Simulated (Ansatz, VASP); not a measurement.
TiTeAs3 in VASP and in Ansatz

```xyz
5
Lattice="3.0454 0.0000 0.0000 0.0000 4.1124 0.0000 0.0000 0.0000 9.1820" Properties=species:S:1:pos:R:3 pbc="T T T"
Ti    1.5227    2.0562    4.5910
Te    1.5227    0.0000    0.0000
As    1.5227    2.0562    7.2154
As    1.5227    2.0562    1.9666
As    0.0000    0.0000    4.5910
```

Alike in both runs: functional PBE; k mesh 12 × 10 × 4; occupations gaussian, width 0.1 eV; no spin polarisation.

Ansatz relaxed the structure, and its values are those at the end. VASP's run is a single point on that final structure, the one shown.

|  | VASP | Ansatz |
| --- | --- | --- |
| version | VASP 6.6.1 | Ansatz 0.2.0 |
| potentials or method | VASP PAW PBE potentials, release 64 (Ti_sv, Te, As), cutoff 520 eV | scalar-relativistic, plane waves, PAW |
| valence electrons in the cell | 33 | 73 |

|  | VASP | Ansatz | Ansatz less VASP |
| --- | --- | --- | --- |
| gap on the k mesh at the Fermi level (eV) | none | none | - |
| pressure (GPa) | 0.0 | 0.0 | -0.06 |

A gap of «none» marks a metal or a gap that the smearing closes. VASP's potentials hold 33 valence electrons a cell and Ansatz's 73, so a difference there can come from the potentials and not from the codes.

Neither program's run includes spin-orbit coupling.
